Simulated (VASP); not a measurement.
# Zr (P6/mmm) in VASP: notebook

The runs below take Zr through single point, with revPBE.

Everything below comes from runs of VASP 6.6.1. Logs are shortened: lines on timing, memory, paths and dates and some standing lists are left out, and cuts for length are marked.

### 1 The cell of the first run

The structure is hexagonal, space group P6/mmm (No. 191). Conventional cell: a = 5.077 Å, b = 5.077 Å, c = 3.162 Å, α = 90.00°, β = 90.00°, γ = 120.00°. Within 4.2 Å of Zr (site symmetry 6/mmm) lie 14 Zr at 3.16 to 3.33 Å. Within 3.9 Å of Zr (site symmetry -6m2) lie 11 Zr at 2.93 to 3.33 Å.

This isn't the form of Zr at room conditions, which is hcp.

### 2 Single point, revPBE

The input, INCAR:

```
SYSTEM = Zr
ALGO = Normal
EDIFF = 1E-6
ENCUT = 520
GGA = RE
ISIF = 2
ISMEAR = -1
LASPH = .True.
LCHARG = .False.
LREAL = .False.
LWAVE = .False.
NBANDS = 25
NELM = 100
PREC = Accurate
SIGMA = 0.1
```

The input, KPOINTS:

```
k-points
0
Gamma
  7 7 10
  0 0 0
```

The input, POSCAR:

```
Zr
1.0
    5.0770603075      0.0000000000      0.0000000000
   -2.5385301538      4.3968632029      0.0000000000
    0.0000000000      0.0000000000      3.1615350738
Zr
3
Direct
    1.0000000000      0.0000000000      1.0000000000
    0.3333333333      0.6666666667      0.5000000000
    0.6666666667      0.3333333333      0.5000000000
```

Potentials or basis: VASP PAW PBE potentials, release 64 (Zr_sv).

On the command line:

```
> cat potpaw_PBE.64/Zr_sv/POTCAR > POTCAR
> mpirun -np 1 vasp_std > vasp.out
```

OUTCAR:

```text
SYSTEM = Zr
   EDIFF = 1E-6
   ENCUT = 520
   GGA = RE
   ISIF = 2
   ISMEAR = -1
   LASPH = .True.
   LREAL = .False.
   NELM = 100
   PREC = Accurate

 ion  position               nearest neighbor table
   1  0.000  0.000  0.000-   2 3.33   3 3.33   2 3.33   3 3.33   3 3.33   3 3.33   2 3.33   2 3.33
                             3 3.33   3 3.33   2 3.33   2 3.33
   2  0.333  0.667  0.500-   3 2.93   3 2.93   3 2.93   1 3.33   1 3.33   1 3.33   1 3.33   1 3.33
                             1 3.33
   3  0.667  0.333  0.500-   2 2.93   2 2.93   2 2.93   1 3.33   1 3.33   1 3.33   1 3.33   1 3.33
                             1 3.33

  LATTYP: Found a hexagonal cell.
 ALAT       =     5.0770603075
 C/A-ratio  =     0.6227097734

  Lattice vectors:

 A1 = (   5.0770603075,   0.0000000000,   0.0000000000)
 A2 = (  -2.5385301538,   4.3968632029,   0.0000000000)
 A3 = (   0.0000000000,   0.0000000000,   3.1615350738)

Analysis of symmetry for initial positions (statically):
=====================================================================
 Subroutine PRICEL returns:
 Original cell was already a primitive cell.

 Routine SETGRP: Setting up the symmetry group for a
 hexagonal supercell.

 Subroutine GETGRP returns: Found 24 space group operations
 (whereof 24 operations were pure point group operations)
 out of a pool of 24 trial point group operations.

The static configuration has the point symmetry D_6h.

Analysis of symmetry for dynamics (positions and initial velocities):
=====================================================================
 Subroutine PRICEL returns:
 Original cell was already a primitive cell.

 Routine SETGRP: Setting up the symmetry group for a
 hexagonal supercell.

 Subroutine GETGRP returns: Found 24 space group operations
 (whereof 24 operations were pure point group operations)
 out of a pool of 24 trial point group operations.

The dynamic configuration has the point symmetry D_6h.

 Subroutine INISYM returns: Found 24 space group operations
 (whereof 24 operations are pure point group operations),
 and found     1 'primitive' translations

----------------------------------------------------------------------------------------

                                     Primitive cell

  volume of cell :      70.5754

  direct lattice vectors                    reciprocal lattice vectors
     5.077060308  0.000000000  0.000000000     0.196964373  0.113717434  0.000000000
    -2.538530154  4.396863203  0.000000000     0.000000000  0.227434868  0.000000000
     0.000000000  0.000000000  3.161535074     0.000000000  0.000000000  0.316302042

  length of vectors
     5.077060308  5.077060308  3.161535074     0.227434868  0.227434868  0.316302042

  position of ions in fractional coordinates (direct lattice)
     0.000000000  0.000000000  0.000000000
     0.333333333  0.666666667  0.500000000
     0.666666667  0.333333333  0.500000000

  ion indices of the primitive-cell ions
   primitive index   ion index
                 1           1
                 2           2
                 3           3

----------------------------------------------------------------------------------------

 KPOINTS: k-points

Automatic generation of k-mesh.
 Grid dimensions read from file:
 generate k-points for:    7    7   10

 Generating k-lattice:

  Cartesian coordinates                     Fractional coordinates (reciprocal lattice)
     0.028137768  0.016245348  0.000000000     0.142857143  0.000000000  0.000000000
     0.000000000  0.032490695  0.000000000     0.000000000  0.142857143  0.000000000
     0.000000000  0.000000000  0.031630204     0.000000000  0.000000000  0.100000000

  Length of vectors
     0.032490695  0.032490695  0.031630204

  Shift w.r.t. Gamma in fractional coordinates (k-lattice)
     0.000000000  0.000000000  0.000000000

 Subroutine IBZKPT returns following result:
 ===========================================

 Found     48 irreducible k-points:

 Following reciprocal coordinates:
            Coordinates               Weight
  0.000000  0.000000  0.000000      1.000000
  0.142857  0.000000  0.000000      6.000000
  0.285714  0.000000  0.000000      6.000000
  0.428571  0.000000  0.000000      6.000000
  0.142857  0.142857  0.000000      6.000000
  0.285714  0.142857  0.000000     12.000000
[... 16 lines left out ...]
  0.428571  0.142857  0.200000     12.000000
  0.285714  0.285714  0.200000     12.000000
 [... further k-points ...]
   k-points           NKPTS =     48   k-points in BZ     NKDIM =     48   number of bands    NBANDS=     25
   number of dos      NEDOS =    301   number of ions     NIONS =      3
   total plane-waves  NPLWV =  38400
   dimension x,y,z NGX =    40 NGY =   40 NGZ =   24
   dimension x,y,z NGXF=    80 NGYF=   80 NGZF=   48
   ions per type =               3
   NGX,Y,Z   is equivalent  to a cutoff of  13.10, 13.10, 12.62 a.u.
   NGXF,Y,Z  is equivalent  to a cutoff of  26.20, 26.20, 25.24 a.u.
 SYSTEM =  Zr
   PREC   = accura    normal or accurate (medium, high low for compatibility)
   ISTART =      0    job   : 0-new  1-cont  2-samecut
   ICHARG =      2    charge: 1-file 2-atom 10-const
   ISPIN  =      1    spin polarized calculation?
   LNONCOLLINEAR =      F non collinear calculations
   LSORBIT =      F    spin-orbit coupling
   LASPH  =      T    aspherical Exc in radial PAW
   ENCUT  =  520.0 eV  38.22 Ry    6.18 a.u.   9.44  9.44  5.88*2*pi/ulx,y,z
   NELM   =    100;   NELMIN=  2; NELMDL= -5     # of ELM steps
   EDIFF  = 0.1E-05   stopping-criterion for ELM
   LREAL  =      F    real-space projection
   EDIFFG = 0.1E-04   stopping-criterion for IOM
   NSW    =      0    number of steps for IOM
   IBRION =     -1    ionic relax: 0-MD 1-quasi-New 2-CG
   NFREE  =      0    steps in history (QN), initial steepest desc. (CG)
   ISIF   =      2    stress and relaxation
   ISYM   =      2    0-nonsym 1-usesym 2-fastsym
   POTIM  = 0.5000    time-step for ionic-motion
   TEBEG  =    0.0;   TEEND  =   0.0 temperature during run
   PSTRESS=    0.0 pullay stress
   NELECT =      36.0000    total number of electrons
   NUPDOWN=      -1.0000    fix difference up-down
   EMIN   =  10.00;   EMAX   =-10.00  energy-range for DOS
   EFERMI =   0.00;   METHOD = LEGACY
   ISMEAR =    -1;   SIGMA  =   0.10  broadening in eV -4-tet -1-fermi 0-gaus
   EFERMI_NEDOS =   21; number of points for ismear=-14 and -15
   IALGO  =     38    algorithm
   IMIX   =      4    mixing-type and parameters
     AMIX     =   0.40;   BMIX     =  1.00
     AMIX_MAG =   1.60;   BMIX_MAG =  1.00
  volume/ion in A,a.u.               =      23.53       158.76
  Fermi-wavevector in a.u.,A,eV,Ry     =   1.308051  2.471857 23.279522  1.710997
  Thomas-Fermi vector in A             =   2.438744
   LORBIT       =      0    0 simple, 1 ext, 2 COOP (PROOUT), +10 PAW based schemes
   GGA     = RE    functional components
   LHFCALC =     F    Hartree Fock is set to
   AEXX    =    0.0000 exact exchange contribution
   IVDW    =     0    specifies the selected vdW correction
   LEPSILON=     F    determine dielectric tensor
   LRPA    =     F    only Hartree local field effects (RPA)
 non-spin polarized calculation
  energy-cutoff  :      520.00
  volume of cell :       70.58
 maximum number of plane-waves:      1920
 NGX is ok and might be reduce to    40
   NGX = 19   NGY = 19   NGZ = 11

 number of electron      36.0000000 magnetization

 Free energy of the ion-electron system (eV)
  ---------------------------------------------------
  ext. energy  EPLUGINS =         0.00000000
  ---------------------------------------------------
  free energy    TOTEN  =       -24.58623990 eV

  energy without entropy =      -24.48968334  energy(sigma->0) =      -24.53796162

 E-fermi :   8.7957     XC(G=0): -10.9792

 val. band max:        8.7888194079   @ k =   0.4286   0.1429   0.2000
 cond. band min:       8.8000729819   @ k =   0.2857   0.2857   0.0000
 fundamental gap:      0.0112535740
 Fermi energy:         8.7956847519

 k-point     1 :       0.0000    0.0000    0.0000
  band No.  band energies     occupation
      1     -40.1162      2.00000
      2     -39.8537      2.00000
      3     -39.6755      2.00000
      4     -18.2305      2.00000
      5     -18.2305      2.00000
      6     -18.2175      2.00000
[... 17 lines left out ...]
     24      11.0478      0.00000
     25      11.1051      0.00000

 k-point     2 :       0.1429    0.0000    0.0000
  band No.  band energies     occupation
      1     -40.1134      2.00000
      2     -39.8483      2.00000
      3     -39.6842      2.00000
      4     -18.3480      2.00000
      5     -18.3177      2.00000
      6     -18.0957      2.00000
[... 17 lines left out ...]
     24      10.6498      0.00000
     25      11.7498      0.00000

 k-point     3 :       0.2857    0.0000    0.0000
  band No.  band energies     occupation
      1     -40.1075      2.00000
      2     -39.8319      2.00000
      3     -39.7073      2.00000
      4     -18.4447      2.00000
      5     -18.3153      2.00000
      6     -17.9885      2.00000
[... 17 lines left out ...]
     24      11.2337      0.00000
     25      12.3731      0.00000

 k-point     4 :       0.4286    0.0000    0.0000
  band No.  band energies     occupation
      1     -40.1030      2.00000
      2     -39.8103      2.00000
      3     -39.7341      2.00000
      4     -18.4976      2.00000
      5     -18.2239      2.00000
      6     -18.0137      2.00000
[... 17 lines left out ...]
     24      11.6116      0.00000
     25      12.0646      0.00000
[... 477 lines left out ...]
 k-point    22 :       0.2857    0.1429    0.2000
  band No.  band energies     occupation
      1     -40.0849      2.00000
      2     -39.7979      2.00000
      3     -39.7090      2.00000
      4     -18.3857      2.00000
      5     -18.2757      2.00000
      6     -18.0899      2.00000
[... 17 lines left out ...]
     24      11.4754      0.00000
     25      11.8961      0.00000

 k-point    23 :       0.4286    0.1429    0.2000
  band No.  band energies     occupation
      1     -40.0834      2.00000
      2     -39.7803      2.00000
      3     -39.7283      2.00000
      4     -18.4028      2.00000
      5     -18.2028      2.00000
      6     -18.1742      2.00000
[... 17 lines left out ...]
     24      11.7405      0.00000
     25      12.1832      0.00000

 k-point    24 :       0.2857    0.2857    0.2000
  band No.  band energies     occupation
      1     -40.0832      2.00000
      2     -39.7722      2.00000
      3     -39.7368      2.00000
      4     -18.3531      2.00000
      5     -18.2613      2.00000
      6     -18.1868      2.00000
[... 17 lines left out ...]
     24      11.8879      0.00000
     25      12.1195      0.00000

 [... further k-points ...]
[... 5 lines left out ...]
  --------------------------------------------------------------------------------------
  -------------------------------------------------------------------------------------
  Total       -0.0013974     -0.0013974     -0.0015823      0.0000000      0.0000000     -0.0000000
  in kB       -0.0317228     -0.0317228     -0.0359214      0.0000000      0.0000000     -0.0000000
  external PRESSURE =      -0.0331223 kB  Pullay stress =       0.0000000 kB

 VOLUME and BASIS-vectors are now :
 -----------------------------------------------------------------------------
  energy-cutoff  :      520.00
  volume of cell :       70.58
      direct lattice vectors                 reciprocal lattice vectors
     5.077060308  0.000000000  0.000000000     0.196964373  0.113717434  0.000000000
    -2.538530154  4.396863203  0.000000000     0.000000000  0.227434868  0.000000000
     0.000000000  0.000000000  3.161535074     0.000000000  0.000000000  0.316302042

 POSITION                                       TOTAL-FORCE (eV/Angst)
 -----------------------------------------------------------------------------------
      0.00000      0.00000      0.00000        -0.000000     -0.000000      0.000000
     -0.00000      2.93124      1.58077         0.000000      0.000000      0.000000
      2.53853      1.46562      1.58077        -0.000000     -0.000000      0.000000
 -----------------------------------------------------------------------------------
    total drift:                                0.000000      0.000000      0.000000

  FREE ENERGIE OF THE ION-ELECTRON SYSTEM (eV)
  ---------------------------------------------------
  free  energy   TOTEN  =       -24.5862398954 eV

  energy  without entropy=      -24.4896833432  energy(sigma->0) =      -24.53796162
```

Run time: 48 s. Hardware: 1 thread of Intel Xeon 6975P-C (Granite Rapids), shared host; peak memory 0.2 GiB.

Results:

* Free energy: -24.5862 eV
* Pressure: 0.0 GPa
* Band gap on the k mesh: zero (bands 18 and 19 overlap by 0.43 eV)

Levels at points of the mesh, in eV from the Fermi level:
| k point | band 16 | band 17 | band 18 | band 19 | band 20 | band 21 |
| --- | --- | --- | --- | --- | --- | --- |
| (0.00, 0.00, 0.00) | -0.49 | -0.46 | -0.46 | -0.17 | 0.83 | 1.62 |
| (0.00, 0.00, 0.50) | -1.80 | -1.80 | -1.38 | 1.19 | 1.19 | 1.62 |

Caveat: the PAW data sets were made with another functional, which shifts forces and pressure a little.

### 3 Single point, revPBE (20.70 Å³/atom)

This run uses another cell than the first one, of 20.70 Å³/atom.

The input, INCAR:

```
ALGO = Normal ; EDIFF = 1E-6
ENCUT = 520 ; GGA = RE
ISIF = 2 ; ISMEAR = -1
LASPH = True ; LCHARG = False
LREAL = False ; LWAVE = False
NBANDS = 25 ; NELM = 80
PREC = Accurate ; SIGMA = 0.1
```

The input, KPOINTS:

```
k-points
0
Gamma
  8 8 11
```

The input, POSCAR:

```
Zr
1.0
    4.8652655146      0.0000000000      0.0000000000
   -2.4326327573      4.2134435318      0.0000000000
    0.0000000000      0.0000000000      3.0296483862
Zr
3
Direct
    1.0000000000      0.0000000000      1.0000000000
    0.3333333333      0.6666666667      0.5000000000
    0.6666666667      0.3333333333      0.5000000000
```

Potentials or basis: VASP PAW PBE potentials, release 64 (Zr_sv).

On the command line:

```
> cat potpaw_PBE.64/Zr_sv/POTCAR > POTCAR
> mpirun -np 1 vasp_std > vasp.out
```

Run time: 43 s. Hardware: 1 thread of Intel Xeon 6975P-C (Granite Rapids), shared host; peak memory 0.21 GiB.

The run converged. Its results:

```yaml
Free_energy: -24.2280 eV
Pressure: 14.6 GPa
Band_gap_on_the_k_mesh: zero (bands 18 and 19 overlap by 0.67 eV)
```

Stress tensor (GPa, compression positive):
```
14.56  0.00  0.00
 0.00 14.56  0.00
 0.00  0.00 14.75
```

Levels at points of the mesh, in eV from the Fermi level:
```
           k point  band 16  band 17  band 18  band 19  band 20  band 21
(0.00, 0.00, 0.00)    -0.42    -0.39    -0.39    -0.14     0.91     1.79
(0.50, 0.00, 0.00)    -0.74    -0.72    -0.55    -0.03     0.79     1.23
```

Caveat: the cell stands under pressure; the PAW data sets were made with another functional, which shifts forces and pressure a little.

(Part 1 of 3 ends here.)
